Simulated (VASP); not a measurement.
HgTe: single point with r2SCAN

Crystal: HgTe.

```
CELL_PARAMETERS angstrom
3.17500 -3.13773 0.00000
3.17500 3.13773 0.00000
0.00000 0.00000 5.85469
ATOMIC_POSITIONS crystal
Hg 0.32353 0.67647 0.75000
Hg 0.67647 0.32353 0.25000
Te 0.77004 0.22996 0.75000
Te 0.22996 0.77004 0.25000
```

This cell differs from its parent crystal: strain +0.0750 x Voigt [1, -1, 0, 0, 0, 0].

```yaml
Program: VASP 6.6.1
Task: single point
Functional: r2SCAN
Potentials_or_basis: VASP PAW PBE potentials, release 64 (Hg, Te)
Cutoff: 520 eV
k_mesh: 12 × 12 × 8
Occupations: gaussian, width 0.15 eV
Spin: no spin polarisation
Dipole_correction: no
Further_INCAR_settings: ALGO = Normal; EDIFF = 1e-07; NBANDS = 26
```

```yaml
Pressure: 0.6 GPa
Largest_force: 0.580 eV/Å
Band_gap_on_the_k_mesh: zero (bands 18 and 19 overlap by 1.90 eV)
```

Forces on the atoms (eV/Å):
```
Hg   0.000  0.580  0.000
Hg   0.000 -0.580  0.000
Te   0.000 -0.496  0.000
Te   0.000  0.496  0.000
```

Stress tensor (GPa, compression positive):
```
-2.23  0.00  0.00
 0.00  3.22  0.00
 0.00  0.00  0.89
```

Levels at points of the mesh, in eV from the Fermi level:
```
           k point  band 14  band 15  band 16  band 17  band 18  band 19  band 20  band 21  band 22  band 23
(0.00, 0.00, 0.00)    -2.84    -2.63    -2.00    -0.56    -0.45    -0.41    -0.27     4.46     7.13     7.83
(0.50, 0.00, 0.00)    -4.04    -2.68    -2.02    -0.39    -0.22     1.49     2.35     4.52     4.78     5.29
(0.50, 0.50, 0.00)    -4.10    -2.51    -2.47    -1.84    -1.74    -1.69    -1.49     4.63     5.40     8.85
(0.00, 0.00, 0.50)    -3.49    -1.61    -1.61    -1.21    -1.21     1.86     1.86     5.50     5.50     6.05
(0.50, 0.00, 0.50)    -5.49    -0.18    -0.18     0.20     0.20     2.93     2.93     3.85     3.85     4.59
(0.50, 0.50, 0.50)    -4.51    -3.05    -3.05    -2.96    -2.96     2.61     2.61     5.61     5.61     7.26
```

Run time: 32 min on 1 thread of Oxide Virtual Turin-like Processor, on a shared host, peak memory 0.65 GiB.

Caveat: the cell differs from its parent crystal (strain +0.0750 x Voigt [1, -1, 0, 0, 0, 0]); the PAW data sets were made with another functional, which shifts forces and pressure a little; spin-orbit coupling is left out, which moves the levels of the heavy elements.
